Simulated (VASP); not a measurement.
# SnSe (I4mm) in VASP: notebook

SnSe is run at these levels: PBEsol; tasks: single point.

Program: VASP 6.6.1. These are calculated values, not measurements. Logs are shortened: lines on timing, memory, paths and dates and some standing lists are left out, and cuts for length are marked.

## 1. The cell of the first run

Symmetry: I4mm, No. 107, tetragonal system. The conventional cell has a = 4.257 Å, b = 4.257 Å, c = 6.020 Å, α = 90.00°, β = 90.00°, γ = 90.00°. Within 3.9 Å of Sn (site symmetry 4mm) lie 6 Se at 2.93 to 3.09 Å. Within 3.9 Å of Se (site symmetry 4mm) lie 6 Sn at 2.93 to 3.09 Å.

## 2. Single point, PBEsol

File INCAR:

```
PREC = Accurate ; ENCUT = 520
EDIFF = 1E-7 ; ISMEAR = 0
SIGMA = 0.05 ; LREAL = False
LASPH = True ; NELM = 80
ALGO = Normal ; ISIF = 2
LWAVE = False ; LCHARG = False
GGA = PS ; NBANDS = 17
```

File KPOINTS:

```
regular mesh
0
Gamma
  8 8 8
```

File POSCAR:

```
SnSe
1.0
    0.0000000000      3.0100000000      3.0100000000
    3.0100000000      0.0000000000      3.0100000000
    3.0100000000      3.0100000000      0.0000000000
Sn Se
1 1
Direct
    0.0000000000      0.0000000000      0.0000000000
    0.4875415282      0.4875415282      0.5124584718
```

Potentials or basis: VASP PAW PBE potentials, release 64 (Sn_d, Se).

The run is started by

```sh
> cat potpaw_PBE.64/Sn_d/POTCAR potpaw_PBE.64/Se/POTCAR > POTCAR
> mpirun -np 1 vasp_std > vasp.out
```

OUTCAR:

```text
PREC = Accurate
   ENCUT = 520
   EDIFF = 1E-7
   ISMEAR = 0
   LREAL = False
   LASPH = True
   NELM = 80
   ISIF = 2
   GGA = PS

 ion  position               nearest neighbor table
   1  0.000  0.000  0.000-   2 2.93   2 3.01   2 3.01   2 3.01   2 3.01   2 3.09
   2  0.488  0.488  0.512-   1 2.93   1 3.01   1 3.01   1 3.01   1 3.01   1 3.09

  LATTYP: Found a face centered cubic cell.
 ALAT       =     6.0200000000

  Lattice vectors:

 A1 = (   0.0000000000,   3.0100000000,   3.0100000000)
 A2 = (   3.0100000000,   0.0000000000,   3.0100000000)
 A3 = (   3.0100000000,   3.0100000000,   0.0000000000)

Analysis of symmetry for initial positions (statically):
=====================================================================
 Subroutine PRICEL returns:
 Original cell was already a primitive cell.

 Routine SETGRP: Setting up the symmetry group for a
 face centered cubic supercell.

 Subroutine GETGRP returns: Found  8 space group operations
 (whereof  8 operations were pure point group operations)
 out of a pool of 48 trial point group operations.

The static configuration has the point symmetry C_4v.

Analysis of symmetry for dynamics (positions and initial velocities):
=====================================================================
 Subroutine PRICEL returns:
 Original cell was already a primitive cell.

 Routine SETGRP: Setting up the symmetry group for a
 face centered cubic supercell.

 Subroutine GETGRP returns: Found  8 space group operations
 (whereof  8 operations were pure point group operations)
 out of a pool of 48 trial point group operations.

The dynamic configuration has the point symmetry C_4v.

 Subroutine INISYM returns: Found  8 space group operations
 (whereof  8 operations are pure point group operations),
 and found     1 'primitive' translations

----------------------------------------------------------------------------------------

                                     Primitive cell

  volume of cell :      54.5418

  direct lattice vectors                    reciprocal lattice vectors
     0.000000000  3.010000000  3.010000000    -0.166112957  0.166112957  0.166112957
     3.010000000  0.000000000  3.010000000     0.166112957 -0.166112957  0.166112957
     3.010000000  3.010000000  0.000000000     0.166112957  0.166112957 -0.166112957

  length of vectors
     4.256782823  4.256782823  4.256782823     0.287716081  0.287716081  0.287716081

  position of ions in fractional coordinates (direct lattice)
     0.000000000  0.000000000  0.000000000
     0.487541528  0.487541528  0.512458472

  ion indices of the primitive-cell ions
   primitive index   ion index
                 1           1
                 2           2

----------------------------------------------------------------------------------------

 KPOINTS: regular mesh

Automatic generation of k-mesh.
 Grid dimensions read from file:
 generate k-points for:    8    8    8

 Generating k-lattice:

  Cartesian coordinates                     Fractional coordinates (reciprocal lattice)
    -0.020764120  0.020764120  0.020764120     0.125000000  0.000000000  0.000000000
     0.020764120 -0.020764120  0.020764120     0.000000000  0.125000000  0.000000000
     0.020764120  0.020764120 -0.020764120     0.000000000  0.000000000  0.125000000

  Length of vectors
     0.035964510  0.035964510  0.035964510

  Shift w.r.t. Gamma in fractional coordinates (k-lattice)
     0.000000000  0.000000000  0.000000000

 Subroutine IBZKPT returns following result:
 ===========================================

 Found     59 irreducible k-points:

 Following reciprocal coordinates:
            Coordinates               Weight
  0.000000  0.000000  0.000000      1.000000
  0.125000  0.000000  0.000000      8.000000
  0.250000  0.000000  0.000000      8.000000
  0.375000  0.000000  0.000000      8.000000
  0.500000  0.000000  0.000000      4.000000
  0.125000  0.125000  0.000000      2.000000
[... 16 lines left out ...]
  0.000000  0.375000  0.250000     16.000000
  0.500000  0.250000  0.000000      8.000000
 [... further k-points ...]
   k-points           NKPTS =     59   k-points in BZ     NKDIM =     59   number of bands    NBANDS=     17
   number of dos      NEDOS =    301   number of ions     NIONS =      2
   total plane-waves  NPLWV =  32768
   dimension x,y,z NGX =    32 NGY =   32 NGZ =   32
   dimension x,y,z NGXF=    64 NGYF=   64 NGZF=   64
   ions per type =               1   1
   NGX,Y,Z   is equivalent  to a cutoff of  12.50, 12.50, 12.50 a.u.
   NGXF,Y,Z  is equivalent  to a cutoff of  24.99, 24.99, 24.99 a.u.
 SYSTEM =  unknown system
   PREC   = accura    normal or accurate (medium, high low for compatibility)
   ISTART =      0    job   : 0-new  1-cont  2-samecut
   ICHARG =      2    charge: 1-file 2-atom 10-const
   ISPIN  =      1    spin polarized calculation?
   LNONCOLLINEAR =      F non collinear calculations
   LSORBIT =      F    spin-orbit coupling
   LASPH  =      T    aspherical Exc in radial PAW
   ENCUT  =  520.0 eV  38.22 Ry    6.18 a.u.   7.91  7.91  7.91*2*pi/ulx,y,z
   NELM   =     80;   NELMIN=  2; NELMDL= -5     # of ELM steps
   EDIFF  = 0.1E-06   stopping-criterion for ELM
   LREAL  =      F    real-space projection
   EDIFFG = 0.1E-05   stopping-criterion for IOM
   NSW    =      0    number of steps for IOM
   IBRION =     -1    ionic relax: 0-MD 1-quasi-New 2-CG
   NFREE  =      0    steps in history (QN), initial steepest desc. (CG)
   ISIF   =      2    stress and relaxation
   ISYM   =      2    0-nonsym 1-usesym 2-fastsym
   POTIM  = 0.5000    time-step for ionic-motion
   TEBEG  =    0.0;   TEEND  =   0.0 temperature during run
   PSTRESS=    0.0 pullay stress
   NELECT =      20.0000    total number of electrons
   NUPDOWN=      -1.0000    fix difference up-down
   EMIN   =  10.00;   EMAX   =-10.00  energy-range for DOS
   EFERMI =   0.00;   METHOD = LEGACY
   ISMEAR =     0;   SIGMA  =   0.05  broadening in eV -4-tet -1-fermi 0-gaus
   EFERMI_NEDOS =   21; number of points for ismear=-14 and -15
   IALGO  =     38    algorithm
   IMIX   =      4    mixing-type and parameters
     AMIX     =   0.40;   BMIX     =  1.00
     AMIX_MAG =   1.60;   BMIX_MAG =  1.00
  volume/ion in A,a.u.               =      27.27       184.03
  Fermi-wavevector in a.u.,A,eV,Ry     =   1.171768  2.214321 18.681350  1.373040
  Thomas-Fermi vector in A             =   2.308207
   LORBIT       =      0    0 simple, 1 ext, 2 COOP (PROOUT), +10 PAW based schemes
   GGA     = PS    functional components
   LHFCALC =     F    Hartree Fock is set to
   AEXX    =    0.0000 exact exchange contribution
   IVDW    =     0    specifies the selected vdW correction
   LEPSILON=     F    determine dielectric tensor
   LRPA    =     F    only Hartree local field effects (RPA)
 non-spin polarized calculation
 Gauss-broadening in eV      SIGMA  =   0.05
  energy-cutoff  :      520.00
  volume of cell :       54.54
 maximum number of plane-waves:      1480
   NGX = 15   NGY = 15   NGZ = 15

 number of electron      20.0000005 magnetization

 Free energy of the ion-electron system (eV)
  ---------------------------------------------------
  ext. energy  EPLUGINS =         0.00000000
  ---------------------------------------------------
  free energy    TOTEN  =        -8.97387730 eV

  energy without entropy =       -8.97387730  energy(sigma->0) =       -8.97387730

 E-fermi :   5.6140     XC(G=0):  -9.7752

 val. band max:        5.3454323421   @ k =   0.5000   0.0000   0.0000
 cond. band min:       6.0192478110   @ k =   0.5000   0.0000   0.0000
 fundamental gap:      0.6738154689
 Fermi energy:         5.6139916329

 k-point     1 :       0.0000    0.0000    0.0000
  band No.  band energies     occupation
      1     -16.0396      2.00000
      2     -16.0389      2.00000
      3     -16.0385      2.00000
      4     -16.0385      2.00000
      5     -16.0381      2.00000
      6      -8.4434      2.00000
[... 9 lines left out ...]
     16      11.2918      0.00000
     17      13.5267      0.00000

 k-point     2 :       0.1250    0.0000    0.0000
  band No.  band energies     occupation
      1     -16.0400      2.00000
      2     -16.0397      2.00000
      3     -16.0385      2.00000
      4     -16.0368      2.00000
      5     -16.0366      2.00000
      6      -8.3336      2.00000
[... 9 lines left out ...]
     16      11.6314      0.00000
     17      14.5985      0.00000

 k-point     3 :       0.2500    0.0000    0.0000
  band No.  band energies     occupation
      1     -16.0429      2.00000
      2     -16.0424      2.00000
      3     -16.0376      2.00000
      4     -16.0323      2.00000
      5     -16.0319      2.00000
      6      -8.0376      2.00000
[... 9 lines left out ...]
     16      12.5789      0.00000
     17      16.7234      0.00000

 k-point     4 :       0.3750    0.0000    0.0000
  band No.  band energies     occupation
      1     -16.0458      2.00000
      2     -16.0453      2.00000
      3     -16.0367      2.00000
      4     -16.0277      2.00000
      5     -16.0272      2.00000
      6      -7.6798      2.00000
[... 9 lines left out ...]
     16      14.0564      0.00000
     17      16.7718      0.00000

 k-point     5 :       0.5000    0.0000    0.0000
  band No.  band energies     occupation
      1     -16.0470      2.00000
      2     -16.0466      2.00000
      3     -16.0364      2.00000
      4     -16.0257      2.00000
      5     -16.0252      2.00000
      6      -7.5040      2.00000
[... 9 lines left out ...]
     16      15.6148      0.00000
     17      15.6161      0.00000

 k-point     6 :       0.1250    0.1250    0.0000
  band No.  band energies     occupation
      1     -16.0410      2.00000
      2     -16.0406      2.00000
      3     -16.0378      2.00000
      4     -16.0359      2.00000
      5     -16.0359      2.00000
      6      -8.2967      2.00000
[... 9 lines left out ...]
     16      12.3110      0.00000
     17      13.7807      0.00000

 k-point     7 :       0.0000    0.1250    0.1250
  band No.  band energies     occupation
      1     -16.0417      2.00000
      2     -16.0394      2.00000
      3     -16.0371      2.00000
      4     -16.0370      2.00000
      5     -16.0358      2.00000
      6      -8.2970      2.00000
[... 9 lines left out ...]
     16      12.2938      0.00000
     17      13.7971      0.00000

 k-point     8 :       0.2500    0.1250    0.0000
  band No.  band energies     occupation
      1     -16.0446      2.00000
      2     -16.0403      2.00000
      3     -16.0389      2.00000
      4     -16.0329      2.00000
      5     -16.0313      2.00000
      6      -8.0619      2.00000
[... 9 lines left out ...]
     16      13.2605      0.00000
     17      15.0525      0.00000
[... 203 lines left out ...]
      1     -16.0414      2.00000
      2     -16.0406      2.00000
      3     -16.0386      2.00000
      4     -16.0361      2.00000
      5     -16.0325      2.00000
      6      -8.1608      2.00000
[... 9 lines left out ...]
     16      12.9069      0.00000
     17      14.2809      0.00000

 k-point    20 :       0.2500    0.2500    0.0000
  band No.  band energies     occupation
      1     -16.0502      2.00000
      2     -16.0430      2.00000
      3     -16.0350      2.00000
      4     -16.0296      2.00000
      5     -16.0296      2.00000
      6      -7.9027      2.00000
[... 9 lines left out ...]
     16      14.5277      0.00000
     17      14.5277      0.00000

 k-point    21 :       0.0000    0.2500    0.2500
  band No.  band energies     occupation
      1     -16.0508      2.00000
      2     -16.0418      2.00000
      3     -16.0344      2.00000
      4     -16.0308      2.00000
      5     -16.0296      2.00000
      6      -7.9041      2.00000
[... 9 lines left out ...]
     16      14.5221      0.00000
     17      14.6006      0.00000

 k-point    22 :       0.3750    0.2500    0.0000
  band No.  band energies     occupation
      1     -16.0548      2.00000
      2     -16.0427      2.00000
      3     -16.0358      2.00000
      4     -16.0268      2.00000
      5     -16.0254      2.00000
      6      -7.6237      2.00000
[... 9 lines left out ...]
     16      15.3253      0.00000
     17      16.2089      0.00000

 k-point    23 :       0.0000    0.3750    0.2500
  band No.  band energies     occupation
      1     -16.0553      2.00000
      2     -16.0415      2.00000
      3     -16.0352      2.00000
      4     -16.0276      2.00000
      5     -16.0256      2.00000
      6      -7.6258      2.00000
[... 9 lines left out ...]
     16      15.3572      0.00000
     17      16.2197      0.00000

 k-point    24 :       0.5000    0.2500    0.0000
  band No.  band energies     occupation
      1     -16.0557      2.00000
      2     -16.0391      2.00000
      3     -16.0384      2.00000
      4     -16.0266      2.00000
      5     -16.0235      2.00000
      6      -7.3738      2.00000
[... 9 lines left out ...]
     16      16.0735      0.00000
     17      16.7886      0.00000

 [... further k-points ...]
[... 5 lines left out ...]
  --------------------------------------------------------------------------------------
  -------------------------------------------------------------------------------------
  Total       -0.6439279     -0.6439279     -0.5911694      0.0000000      0.0000000      0.0000000
  in kB      -18.9155238    -18.9155238    -17.3657307      0.0000000      0.0000000      0.0000000
  external PRESSURE =     -18.3989261 kB  Pullay stress =       0.0000000 kB

 VOLUME and BASIS-vectors are now :
 -----------------------------------------------------------------------------
  energy-cutoff  :      520.00
  volume of cell :       54.54
      direct lattice vectors                 reciprocal lattice vectors
     0.000000000  3.010000000  3.010000000    -0.166112957  0.166112957  0.166112957
     3.010000000  0.000000000  3.010000000     0.166112957 -0.166112957  0.166112957
     3.010000000  3.010000000  0.000000000     0.166112957  0.166112957 -0.166112957

 POSITION                                       TOTAL-FORCE (eV/Angst)
 -----------------------------------------------------------------------------------
      0.00000      0.00000      0.00000         0.000000      0.000000     -0.004037
      3.01000      3.01000      2.93500         0.000000      0.000000      0.004037
 -----------------------------------------------------------------------------------
    total drift:                               -0.000000     -0.000000      0.000037

  FREE ENERGIE OF THE ION-ELECTRON SYSTEM (eV)
  ---------------------------------------------------
  free  energy   TOTEN  =        -8.9738773025 eV

  energy  without entropy=       -8.9738773025  energy(sigma->0) =       -8.97387730
```

Wall time 28 s (1 thread of Intel Xeon Platinum 8259CL at 2.50GHz (Skylake/Cascade Lake), shared host); peak memory 0.2 GiB.

Results:

* Free energy: -8.9739 eV
* Pressure: -1.8 GPa
* Largest force: 0.004 eV/Å
* Band gap on the k mesh: 0.67 eV, direct

Forces in eV/Å, atoms in the order of the input:
```
Sn   0.000  0.000 -0.004
Se   0.000  0.000  0.004
```

Stress tensor (GPa, compression positive):
```
-1.89  0.00  0.00
 0.00 -1.89  0.00
 0.00  0.00 -1.74
```

Caveat: the cell differs from its parent crystal (all Se atoms moved +0.075 Å, as atom 2 towards its neighbour atom 1 (Sn) at 3.010 Å); the PAW data sets were made with another functional, which shifts forces and pressure a little; spin-orbit coupling is left out, which moves the levels of the heavy elements.

[end of part 1 of 2]
